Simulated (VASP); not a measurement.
Crystal: Ru2Rh.

```
Ru Rh
1.0
     2.72414    0.00000    0.00000
    -1.36207    2.35917    0.00000
     0.00000    0.00000   12.94428
Ru Rh
4 2
Direct
  0.33333 0.66667 0.58064
  0.66667 0.33333 0.08064
  0.33333 0.66667 0.91936
  0.66667 0.33333 0.41936
  0.33333 0.66667 0.25000
  0.66667 0.33333 0.75000
```

The cell was built from a structure type or drawn by symmetry, and may not be a known phase.

Base run:

| Item | Value |
| --- | --- |
| Program | VASP 6.6.1 |
| Functional | PBE |
| Potentials or basis | VASP PAW PBE potentials, release 64 (Ru_pv, Rh_pv) |
| Cutoff | 520 eV |
| k mesh | 18 × 18 × 4 |
| Occupations | gaussian, width 0.1 eV |
| Spin | no spin polarisation |

Its results: band gap on the k mesh zero (bands 43 and 44 overlap by 2.67 eV); pressure 0.0 GPa; largest force 0.006 eV/Å.

Problem. The run is repeated on the same cell with these changes: functional from PBE to r2SCAN; further incar settings from ALGO = Fast; EDIFF = 1e-06; NBANDS = 52 to ALGO = Normal; EDIFF = 1e-06; NBANDS = 52. What comes out?

Solution. Band gap on the k mesh zero (bands 43 and 44 overlap by 2.78 eV); pressure -5.2 GPa; largest force 0.038 eV/Å.

Caveats: the cell stands under tension (at least some runs); the PAW data sets were made with another functional, which shifts forces and pressure a little (at least some runs).
